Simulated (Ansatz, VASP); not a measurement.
# One calculation of Mo, two programs

```
Mo
1.0
    -1.54816    1.54816    1.54816
     1.54816   -1.54816    1.54816
     1.54816    1.54816   -1.54816
Mo
1
Direct
  0.00000 0.00000 0.00000
```

Alike in both runs: task single point; functional PBE; k mesh 24 × 24 × 24; occupations gaussian, width 0.1 eV; no spin polarisation.

|  | VASP | Ansatz |
| --- | --- | --- |
| version | VASP 6.6.1 | Ansatz 0.2.0 |
| potentials or method | VASP PAW PBE potentials, release 64 (Mo_sv), cutoff 520 eV | scalar-relativistic, plane waves, PAW |
| valence electrons in the cell | 14 | 14 |

Ansatz gave:

- gap on the k mesh at the Fermi level (eV): none
- pressure (GPa): 18.3

**Question.** Estimate VASP's values.

**Answer.** gap on the k mesh at the Fermi level (eV): none; pressure (GPa): 18.9.

A gap of «none» marks a metal or a gap that the smearing closes.
